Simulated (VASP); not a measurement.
# K2NaCrF6 (Fm-3m) in VASP: further runs

The runs below take K2NaCrF6 through single point, with LDA.

Everything below comes from runs of VASP 6.6.1. Logs are shortened: lines on timing, memory, paths and dates and some standing lists are left out, and cuts for length are marked.

## 1. The cell of the first run

It takes space group Fm-3m (No. 225, cubic). The conventional cell has a = 8.374 Å, b = 8.374 Å, c = 8.374 Å, α = 90.00°, β = 90.00°, γ = 90.00°. Within 2.5 Å of Cr (site symmetry m-3m) lie 6 F at 1.92 Å. Within 2.5 Å of F (site symmetry 4mm) lie 1 Cr at 1.92 Å and 1 Na at 2.27 Å. Within 3.9 Å of K (site symmetry -43m) lie 12 F at 2.97 Å and 4 Cr at 3.63 Å and 4 Na at 3.63 Å. Within 3.0 Å of Na (site symmetry m-3m) lie 6 F at 2.27 Å.

## 2. Single point, LDA

Input file INCAR:

```
SYSTEM = K2NaCrF6
PREC = Accurate
ENCUT = 520
EDIFF = 1E-6
ISMEAR = 1
SIGMA = 0.1128
LREAL = .False.
LASPH = .True.
NELM = 80
ALGO = Normal
ISIF = 2
LWAVE = .False.
LCHARG = .False.
NBANDS = 50
```

Input file KPOINTS:

```
regular mesh
0
Gamma
  4 4 4
  0 0 0
```

Input file POSCAR:

```
K2NaCrF6
1.0
    0.0000000000      4.1871494700      4.1871494700
    4.1871494700      0.0000000000      4.1871494700
    4.1871494700      4.1871494700      0.0000000000
Cr F K Na
1 6 2 1
Direct
    0.0000000000      0.0000000000      0.0000000000
    0.7707000000      0.2293000000      0.2293000000
    0.2293000000      0.7707000000      0.2293000000
    0.2293000000      0.7707000000      0.7707000000
    0.7707000000      0.2293000000      0.7707000000
    0.2293000000      0.2293000000      0.7707000000
    0.7707000000      0.7707000000      0.2293000000
    0.2500000000      0.2500000000      0.2500000000
    0.7500000000      0.7500000000      0.7500000000
    0.5000000000      0.5000000000      0.5000000000
```

Potentials or basis: VASP PAW LDA potentials, release 64 (Cr_pv, F, K_sv, Na_pv).

The run is started by

```sh
> cat potpaw_LDA.64/Cr_pv/POTCAR potpaw_LDA.64/F/POTCAR potpaw_LDA.64/K_sv/POTCAR potpaw_LDA.64/Na_pv/POTCAR > POTCAR
> mpirun -np 1 vasp_std > vasp.out
```

OUTCAR:

```text
SYSTEM = K2NaCrF6
   PREC = Accurate
   ENCUT = 520
   EDIFF = 1E-6
   ISMEAR = 1
   LREAL = .False.
   LASPH = .True.
   NELM = 80
   ISIF = 2

 ion  position               nearest neighbor table
   1  0.000  0.000  0.000-   2 1.92   3 1.92   4 1.92   5 1.92   6 1.92   7 1.92
   2  0.771  0.229  0.229-   1 1.92  10 2.27
   3  0.229  0.771  0.229-   1 1.92  10 2.27
   4  0.229  0.771  0.771-   1 1.92  10 2.27
   5  0.771  0.229  0.771-   1 1.92  10 2.27
   6  0.229  0.229  0.771-   1 1.92  10 2.27
   7  0.771  0.771  0.229-   1 1.92  10 2.27
   8  0.250  0.250  0.250-
   9  0.750  0.750  0.750-
  10  0.500  0.500  0.500-   2 2.27   3 2.27   4 2.27   5 2.27   6 2.27   7 2.27

  LATTYP: Found a face centered cubic cell.
 ALAT       =     8.3742989400

  Lattice vectors:

 A1 = (   0.0000000000,   4.1871494700,   4.1871494700)
 A2 = (   4.1871494700,   0.0000000000,   4.1871494700)
 A3 = (   4.1871494700,   4.1871494700,   0.0000000000)

Analysis of symmetry for initial positions (statically):
=====================================================================
 Subroutine PRICEL returns:
 Original cell was already a primitive cell.

 Routine SETGRP: Setting up the symmetry group for a
 face centered cubic supercell.

 Subroutine GETGRP returns: Found 48 space group operations
 (whereof 48 operations were pure point group operations)
 out of a pool of 48 trial point group operations.

The static configuration has the point symmetry O_h .

Analysis of symmetry for dynamics (positions and initial velocities):
=====================================================================
 Subroutine PRICEL returns:
 Original cell was already a primitive cell.

 Routine SETGRP: Setting up the symmetry group for a
 face centered cubic supercell.

 Subroutine GETGRP returns: Found 48 space group operations
 (whereof 48 operations were pure point group operations)
 out of a pool of 48 trial point group operations.

The dynamic configuration has the point symmetry O_h .

 Subroutine INISYM returns: Found 48 space group operations
 (whereof 48 operations are pure point group operations),
 and found     1 'primitive' translations

----------------------------------------------------------------------------------------

                                     Primitive cell

  volume of cell :     146.8201

  direct lattice vectors                    reciprocal lattice vectors
     0.000000000  4.187149470  4.187149470    -0.119412981  0.119412981  0.119412981
     4.187149470  0.000000000  4.187149470     0.119412981 -0.119412981  0.119412981
     4.187149470  4.187149470  0.000000000     0.119412981  0.119412981 -0.119412981

  length of vectors
     5.921523568  5.921523568  5.921523568     0.206829350  0.206829350  0.206829350

  position of ions in fractional coordinates (direct lattice)
     0.000000000  0.000000000  0.000000000
     0.770700000  0.229300000  0.229300000
     0.229300000  0.770700000  0.229300000
     0.229300000  0.770700000  0.770700000
     0.770700000  0.229300000  0.770700000
     0.229300000  0.229300000  0.770700000
     0.770700000  0.770700000  0.229300000
     0.250000000  0.250000000  0.250000000
     0.750000000  0.750000000  0.750000000
     0.500000000  0.500000000  0.500000000

  ion indices of the primitive-cell ions
   primitive index   ion index
                 1           1
                 2           2
                 3           3
                 4           4
                 5           5
                 6           6
                 7           7
                 8           8
                 9           9
                10          10

----------------------------------------------------------------------------------------

 KPOINTS: regular mesh

Automatic generation of k-mesh.
 Grid dimensions read from file:
 generate k-points for:    4    4    4

 Generating k-lattice:

  Cartesian coordinates                     Fractional coordinates (reciprocal lattice)
    -0.029853245  0.029853245  0.029853245     0.250000000  0.000000000  0.000000000
     0.029853245 -0.029853245  0.029853245     0.000000000  0.250000000  0.000000000
     0.029853245  0.029853245 -0.029853245     0.000000000  0.000000000  0.250000000

  Length of vectors
     0.051707338  0.051707338  0.051707338

  Shift w.r.t. Gamma in fractional coordinates (k-lattice)
     0.000000000  0.000000000  0.000000000

 Subroutine IBZKPT returns following result:
 ===========================================

 Found      8 irreducible k-points:

 Following reciprocal coordinates:
            Coordinates               Weight
  0.000000  0.000000  0.000000      1.000000
  0.250000  0.000000  0.000000      8.000000
  0.500000  0.000000  0.000000      4.000000
  0.250000  0.250000  0.000000      6.000000
  0.500000  0.250000  0.000000     24.000000
 -0.250000  0.250000  0.000000     12.000000
  0.500000  0.500000  0.000000      3.000000
 -0.250000  0.500000  0.250000      6.000000
   k-points           NKPTS =      8   k-points in BZ     NKDIM =      8   number of bands    NBANDS=     50
   number of dos      NEDOS =    301   number of ions     NIONS =     10
   total plane-waves  NPLWV = 110592
   dimension x,y,z NGX =    48 NGY =   48 NGZ =   48
   dimension x,y,z NGXF=    96 NGYF=   96 NGZF=   96
   ions per type =               1   6   2   1
   NGX,Y,Z   is equivalent  to a cutoff of  13.48, 13.48, 13.48 a.u.
   NGXF,Y,Z  is equivalent  to a cutoff of  26.95, 26.95, 26.95 a.u.
 SYSTEM =  K2NaCrF6
   PREC   = accura    normal or accurate (medium, high low for compatibility)
   ISTART =      0    job   : 0-new  1-cont  2-samecut
   ICHARG =      2    charge: 1-file 2-atom 10-const
   ISPIN  =      1    spin polarized calculation?
   LNONCOLLINEAR =      F non collinear calculations
   LSORBIT =      F    spin-orbit coupling
   LASPH  =      T    aspherical Exc in radial PAW
   ENCUT  =  520.0 eV  38.22 Ry    6.18 a.u.  11.01 11.01 11.01*2*pi/ulx,y,z
   NELM   =     80;   NELMIN=  2; NELMDL= -5     # of ELM steps
   EDIFF  = 0.1E-05   stopping-criterion for ELM
   LREAL  =      F    real-space projection
   EDIFFG = 0.1E-04   stopping-criterion for IOM
   NSW    =      0    number of steps for IOM
   IBRION =     -1    ionic relax: 0-MD 1-quasi-New 2-CG
   NFREE  =      0    steps in history (QN), initial steepest desc. (CG)
   ISIF   =      2    stress and relaxation
   ISYM   =      2    0-nonsym 1-usesym 2-fastsym
   POTIM  = 0.5000    time-step for ionic-motion
   TEBEG  =    0.0;   TEEND  =   0.0 temperature during run
   PSTRESS=    0.0 pullay stress
   NELECT =      79.0000    total number of electrons
   NUPDOWN=      -1.0000    fix difference up-down
   EMIN   =  10.00;   EMAX   =-10.00  energy-range for DOS
   EFERMI =   0.00;   METHOD = LEGACY
   ISMEAR =     1;   SIGMA  =   0.11  broadening in eV -4-tet -1-fermi 0-gaus
   EFERMI_NEDOS =   21; number of points for ismear=-14 and -15
   IALGO  =     38    algorithm
   IMIX   =      4    mixing-type and parameters
     AMIX     =   0.40;   BMIX     =  1.00
     AMIX_MAG =   1.60;   BMIX_MAG =  1.00
  volume/ion in A,a.u.               =      14.68        99.08
  Fermi-wavevector in a.u.,A,eV,Ry     =   1.331544  2.516253 24.123244  1.773008
  Thomas-Fermi vector in A             =   2.460547
   LORBIT       =      0    0 simple, 1 ext, 2 COOP (PROOUT), +10 PAW based schemes
   GGA     = CA    functional components
   LHFCALC =     F    Hartree Fock is set to
   AEXX    =    0.0000 exact exchange contribution
   IVDW    =     0    specifies the selected vdW correction
   LEPSILON=     F    determine dielectric tensor
   LRPA    =     F    only Hartree local field effects (RPA)
 non-spin polarized calculation
 Methfessel and Paxton  Order N= 1 SIGMA  =   0.11
  energy-cutoff  :      520.00
  volume of cell :      146.82
 maximum number of plane-waves:      3984
 NGX is ok and might be reduce to    48
   NGX = 21   NGY = 21   NGZ = 21

 number of electron      79.0000049 magnetization

 Free energy of the ion-electron system (eV)
  ---------------------------------------------------
  ext. energy  EPLUGINS =         0.00000000
  ---------------------------------------------------
  free energy    TOTEN  =       -54.71753155 eV

  energy without entropy =      -54.64421173  energy(sigma->0) =      -54.69309161

 E-fermi :   1.9106     XC(G=0):  -9.8655

 val. band max:        1.9086912784   @ k =  -0.2500   0.5000   0.2500
 cond. band min:       1.9151671035   @ k =   0.2500   0.2500   0.0000
 fundamental gap:      0.0064758251
 Fermi energy:         1.9105992735

 k-point     1 :       0.0000    0.0000    0.0000
  band No.  band energies     occupation
      1     -41.8194      2.00000
      2     -41.8194      2.00000
      3     -41.8194      2.00000
      4     -28.0056      2.00000
      5     -27.9745      2.00000
      6     -22.1190      2.00000
[... 42 lines left out ...]
     49       7.6367      0.00000
     50       7.6367      0.00000

 k-point     2 :       0.2500    0.0000    0.0000
  band No.  band energies     occupation
      1     -41.8194      2.00000
      2     -41.8194      2.00000
      3     -41.8194      2.00000
      4     -27.9999      2.00000
      5     -27.9780      2.00000
      6     -22.1685      2.00000
[... 42 lines left out ...]
     49       8.0306      0.00000
     50       8.0306      0.00000

 k-point     3 :       0.5000    0.0000    0.0000
  band No.  band energies     occupation
      1     -41.8194      2.00000
      2     -41.8194      2.00000
      3     -41.8194      2.00000
      4     -27.9881      2.00000
      5     -27.9878      2.00000
      6     -22.2047      2.00000
[... 254 lines left out ...]
     49       8.8347      0.00000
     50       8.8940      0.00000

 k-point     8 :      -0.2500    0.5000    0.2500
  band No.  band energies     occupation
      1     -41.8194      2.00000
      2     -41.8194      2.00000
      3     -41.8194      2.00000
      4     -27.9872      2.00000
      5     -27.9872      2.00000
      6     -22.1282      2.00000
[... 42 lines left out ...]
     49       8.3909      0.00000
     50       8.3909      0.00000

------------------------ aborting loop because EDIFF is reached ----------------------------------------

  FORCE on cell =-STRESS in cart. coord.  units (eV):
  Direction    XX          YY          ZZ          XY          YZ          ZX
  --------------------------------------------------------------------------------------
  -------------------------------------------------------------------------------------
  Total       -6.0932613     -6.0932613     -6.0932613     -0.0000000      0.0000000     -0.0000000
  in kB      -66.4928573    -66.4928573    -66.4928573     -0.0000000      0.0000000     -0.0000000
  external PRESSURE =     -66.4928573 kB  Pullay stress =       0.0000000 kB

 VOLUME and BASIS-vectors are now :
 -----------------------------------------------------------------------------
  energy-cutoff  :      520.00
  volume of cell :      146.82
      direct lattice vectors                 reciprocal lattice vectors
     0.000000000  4.187149470  4.187149470    -0.119412981  0.119412981  0.119412981
     4.187149470  0.000000000  4.187149470     0.119412981 -0.119412981  0.119412981
     4.187149470  4.187149470  0.000000000     0.119412981  0.119412981 -0.119412981

 POSITION                                       TOTAL-FORCE (eV/Angst)
 -----------------------------------------------------------------------------------
      0.00000      0.00000      0.00000         0.000000      0.000000      0.000000
      1.92023      4.18715      4.18715        -0.355956      0.000000      0.000000
      4.18715      1.92023      4.18715         0.000000     -0.355956      0.000000
      6.45407      4.18715      4.18715         0.355956      0.000000      0.000000
      4.18715      6.45407      4.18715         0.000000      0.355956      0.000000
      4.18715      4.18715      1.92023         0.000000      0.000000     -0.355956
      4.18715      4.18715      6.45407         0.000000      0.000000      0.355956
      2.09357      2.09357      2.09357         0.000000      0.000000      0.000000
      6.28072      6.28072      6.28072         0.000000      0.000000      0.000000
      4.18715      4.18715      4.18715         0.000000      0.000000      0.000000
 -----------------------------------------------------------------------------------
    total drift:                                0.000000      0.000000      0.000000

  FREE ENERGIE OF THE ION-ELECTRON SYSTEM (eV)
  ---------------------------------------------------
  free  energy   TOTEN  =       -54.7175315517 eV

  energy  without entropy=      -54.6442117315  energy(sigma->0) =      -54.69309161
```

It took 2.3 min on 1 thread of Intel Xeon 8259CL, shared host; peak memory 0.29 GiB.

Results:

| Item | Value |
| --- | --- |
| Free energy | -54.7175 eV |
| Pressure | -6.6 GPa |
| Largest force | 0.356 eV/Å |
| Band gap on the k mesh | zero (an odd number of electrons rules out a gap without spin polarisation) |

Forces on the atoms (eV/Å):
```
Cr   0.000  0.000  0.000
F   -0.356  0.000  0.000
F    0.000 -0.356  0.000
F    0.356  0.000  0.000
F    0.000  0.356  0.000
F    0.000  0.000 -0.356
F    0.000  0.000  0.356
K    0.000  0.000  0.000
K    0.000  0.000  0.000
Na   0.000  0.000  0.000
```

Caveat: the cell stands under tension; an odd number of electrons without spin polarisation forces a metal; a magnetic or distorted state may lie lower; the run has no spin polarisation, though such a crystal can be magnetic; semilocal functionals often make such compounds metallic where correlation or magnetic order opens a gap, which also shifts bond lengths. Spin polarisation is off, so any magnetic state and its effect on volume and gap are missing.

[end of part 1 of 2]
